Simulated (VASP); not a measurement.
Crystal: Sn3Te.

```
Te Sn
1.0
    -2.26981    2.26981    5.44194
     2.26981   -2.26981    5.44194
     2.26981    2.26981   -5.44194
Te Sn
1 3
Direct
  0.00000 0.00000 0.00000
  0.50000 0.50000 0.00000
  0.25000 0.75000 0.50000
  0.75000 0.25000 0.50000
```

Base run:

- Program: VASP 6.6.1
- Functional: PBE
- Potentials or basis: VASP PAW PBE potentials, release 64 (Te, Sn_d)
- Cutoff: 520 eV
- k mesh: 8 × 8 × 8
- Occupations: fermi-dirac, width 0.05 eV
- Spin: no spin polarisation

Its results: band gap on the k mesh zero (bands 24 and 25 overlap by 1.05 eV); pressure 1.5 GPa.

**Question.** The run is repeated on the same cell with these changes: functional from PBE to LDA; potentials or basis from VASP PAW PBE potentials, release 64 (Te, Sn_d) to VASP PAW LDA potentials, release 64 (Te, Sn_d). What comes out?

**Answer.** Band gap on the k mesh zero (bands 24 and 25 overlap by 1.03 eV); pressure -2.5 GPa.

Caveats: spin-orbit coupling is left out, which moves the levels of the heavy elements.
